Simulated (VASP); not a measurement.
Zn: single point with LDA

The system is Zn.

```
CELL_PARAMETERS angstrom
2.57097 0.00000 0.00000
-1.28549 2.22653 0.00000
0.00000 0.00000 4.73619
ATOMIC_POSITIONS crystal
Zn 0.33333 0.66667 0.25000
Zn 0.66667 0.33333 0.75000
```

```json
{"Program": "VASP 6.6.1", "Task": "single point", "Functional": "LDA", "Potentials or basis": "VASP PAW LDA potentials, release 64 (Zn)", "Cutoff": "520 eV", "k mesh": "14 × 14 × 7", "Occupations": "methfessel-paxton, width 0.1 eV", "Spin": "no spin polarisation"}
```

```yaml
Pressure: 0.7 GPa
Band_gap_on_the_k_mesh: zero (band 12 reaches 5.21 eV, above the bottom of band 13 at 0.86 eV)
```

Stress tensor (GPa, compression positive):
```
 1.66  0.00  0.00
 0.00  1.66  0.00
 0.00  0.00 -1.12
```

Levels at points of the mesh, in eV from the Fermi level:
```csv
k point,band 9,band 10,band 11,band 12,band 13,band 14,band 15,band 16
"(0.00, 0.00, 0.00)",-7.49,-7.22,-7.22,-4.04,-2.77,15.02,18.81,18.81
"(0.50, 0.00, 0.00)",-7.02,-6.99,-3.09,-2.16,3.05,3.79,4.92,6.21
```

Wall time 23 s on 1 thread of AMD EPYC 7R13 Processor (Zen 3), with other jobs on the host, peak memory 0.12 GiB.
